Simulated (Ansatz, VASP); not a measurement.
# One calculation of Ga, two programs

The input INCAR:

```
ALGO = Normal
EDIFF = 1E-7
ENCUT = 520
GGA = PE
ISIF = 2
ISMEAR = -1
LASPH = True
LCHARG = False
LREAL = False
LWAVE = False
NBANDS = 12
NELM = 80
PREC = Accurate
SIGMA = 0.08
```

Contents of KPOINTS:

```
k-points
0
Gamma
  16 16 16
```

The input POSCAR:

```
Ga
1.0
   -1.6174067754      1.6174067754      1.6174067754
    1.6174067754     -1.6174067754      1.6174067754
    1.6174067754      1.6174067754     -1.6174067754
Ga
1
Direct
    0.0000000000      0.0000000000      0.0000000000
```

Input for Ansatz:

```yaml
crystal:
  lattice:
    - [-1.6174067754, 1.6174067754, 1.6174067754]
    - [1.6174067754, -1.6174067754, 1.6174067754]
    - [1.6174067754, 1.6174067754, -1.6174067754]
  atoms:
    - { symbol: Ga, position: [0.0, 0.0, 0.0] }
kpoints:
  mp_grid: { grid: [16, 16, 16] }
scf:
  occupations: { method: fermi_dirac, width: 0.08 }
hamiltonian:
  xc: pbe
  pseudopotentials: { kind: paw }
output:
  forces: true
  stress: true
  eigenvalues: true
  populations: true
```

Change from the starting cell: volume scaled by 0.88, PAW files.

Alike in both runs: task single point; functional PBE; k mesh 16 × 16 × 16; occupations fermi-dirac, width 0.08 eV; no spin polarisation.

|  | VASP | Ansatz |
| --- | --- | --- |
| version | VASP 6.6.1 | Ansatz 0.2.0 |
| potentials or method | VASP PAW PBE potentials, release 64 (Ga_d) | PAW with Ansatz's default frozen-core files, scalar-relativistic |
| plane-wave cutoff (eV) | 520 | 420 |
| valence electrons in the cell | 13 | 13 |

```csv
,VASP,Ansatz,Ansatz less VASP
pressure (GPa),8.4,8.3,-0.12
```
